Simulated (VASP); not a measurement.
MoS2: electric field gradients with PBE

Crystal: MoS2.

```xyz
3
Lattice="1.6023 0.9251 6.2039 -1.6023 0.9251 6.2039 0.0000 -1.8502 6.2039" Properties=species:S:1:pos:R:3 pbc="T T T"
Mo    0.0000    0.0000    0.0000
S     0.0000    0.0000   13.9290
S     0.0000    0.0000   10.8860
```

```yaml
Program: VASP 6.6.1
Task: electric field gradients
Functional: PBE
Potentials_or_basis: VASP PAW PBE potentials, release 64 (Mo_sv, S)
Cutoff: 520 eV
k_mesh: 13 × 13 × 13
Occupations: fermi-dirac, width 0.05 eV
Spin: no spin polarisation
Dipole_correction: no
Further_INCAR_settings: ALGO = Normal; EDIFF = 1e-08; NBANDS = 20
```

* Pressure: 2.7 GPa
* Largest force: 0.575 eV/Å
* Band gap on the k mesh: 0.76 eV (least direct gap 1.72 eV)
* Largest electric field gradient by atom: Mo -88.9; S -60.0, -58.9 V/Å²

Forces in eV/Å, atoms in the order of the input:
```
Mo   0.000  0.000 -0.002
S    0.000  0.000  0.575
S    0.000  0.000 -0.572
```

Stress tensor (GPa, compression positive):
```
0.70 0.00 0.00
0.00 0.70 0.00
0.00 0.00 6.80
```

Levels at points of the mesh, in eV from the valence-band top:
| k point | band 10 | band 11 | band 12 | band 13 | band 14 | band 15 | band 16 | band 17 |
| --- | --- | --- | --- | --- | --- | --- | --- | --- |
| (0.00, 0.00, 0.00) | -2.51 | -2.51 | -1.28 | -1.02 | 1.88 | 1.88 | 2.32 | 2.32 |

Electric field gradients, principal values (V/Å²):
```tsv
atom	least	middle	greatest (by size)
1 Mo	44.456	44.456	-88.912
2 S	30.022	30.022	-60.044
3 S	29.448	29.448	-58.897
```

Wall time 7.3 min on 1 thread of Intel(R) Xeon(R) 6975P-C (Granite Rapids) (shared host), peak memory 0.47 GiB.

Caveat: without QUAD_EFG the Cq values of the log hold for a quadrupole moment of 1 mb, not for the nuclei; an odd mesh through Γ misses points on the zone boundary, where band edges can lie.
